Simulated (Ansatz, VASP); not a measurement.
**One calculation of SiC, two programs**

POSCAR

```
SiC
1.0
    3.0752975717      0.0000000000      0.0000000000
   -1.5376487859      2.6632858213      0.0000000000
    0.0000000000      0.0000000000      5.0483409953
Si C
2 2
Direct
    0.3333333333      0.6666666667      0.4996013826
    0.6666666667      0.3333333333      0.9996013826
    0.3333333333      0.6666666667      0.8753986174
    0.6666666667      0.3333333333      0.3753986174
```

Contents of INCAR.step1:

```
SYSTEM = SiC
PREC = Accurate ; ENCUT = 520
ISMEAR = 0 ; SIGMA = 0.02
LREAL = .False. ; LASPH = .True.
NELM = 80 ; NBANDS = 16
GGA = PE ; ALGO = Normal
EDIFF = 1E-4 ; LWAVE = .True.
LCHARG = .False.
```

The input INCAR.step2:

```
SYSTEM = SiC
PREC = Accurate ; ENCUT = 520
EDIFF = 1E-6 ; ISMEAR = 0
SIGMA = 0.02 ; LREAL = .False.
LASPH = .True. ; NELM = 80
ALGO = Normal ; ISIF = 2
LWAVE = .False. ; LCHARG = .False.
METAGGA = R2SCAN ; LMIXTAU = .True.
NBANDS = 16 ; ISTART = 1
```

KPOINTS

```
Automatic mesh
0
Gamma
  12 12 6
  0 0 0
```

Input for Ansatz:

```yaml
crystal:
  lattice:
    - [3.0752975751, 0.0, 0.0]
    - [-1.5376487876, 2.6632858243, 0.0]
    - [0.0, 0.0, 5.0483410006]
  atoms:
    - { symbol: Si, position: [0.3333333333, 0.6666666667, 0.4996013827] }
    - { symbol: Si, position: [0.6666666667, 0.3333333333, 0.9996013827] }
    - { symbol: C, position: [0.3333333333, 0.6666666667, 0.8753986173] }
    - { symbol: C, position: [0.6666666667, 0.3333333333, 0.3753986173] }
basis:
  ecutwfc: 500
kpoints:
  mp_grid: { grid: [12, 12, 6] }
hamiltonian:
  xc: r2scan
scf:
  occupations: { method: gaussian, width: 0.02 }
output:
  forces: true
  stress: true
  eigenvalues: true
```

Alike in both runs: task single point; functional r2SCAN; k mesh 12 × 12 × 6; occupations gaussian, width 0.02 eV; no spin polarisation.

|  | VASP | Ansatz |
| --- | --- | --- |
| version | VASP 6.6.1 | Ansatz 0.2.0 |
| potentials or method | VASP PAW PBE potentials, release 64 (Si, C), cutoff 520 eV | scalar-relativistic, plane waves, PAW |
| valence electrons in the cell | 16 | 16 |

Ansatz gave:

* gap on the k mesh at the Fermi level (eV): 2.65
* least direct gap on the mesh (eV): 4.48
* pressure (GPa): 0.0

Task: What did VASP give for the same quantities?

Result: gap on the k mesh at the Fermi level (eV): 2.66; least direct gap on the mesh (eV): 4.48; pressure (GPa): -0.2.

VASP's potentials were made for PBE, not for r2SCAN. The functional is the same, so the differences come from potentials, cutoffs and numerics.
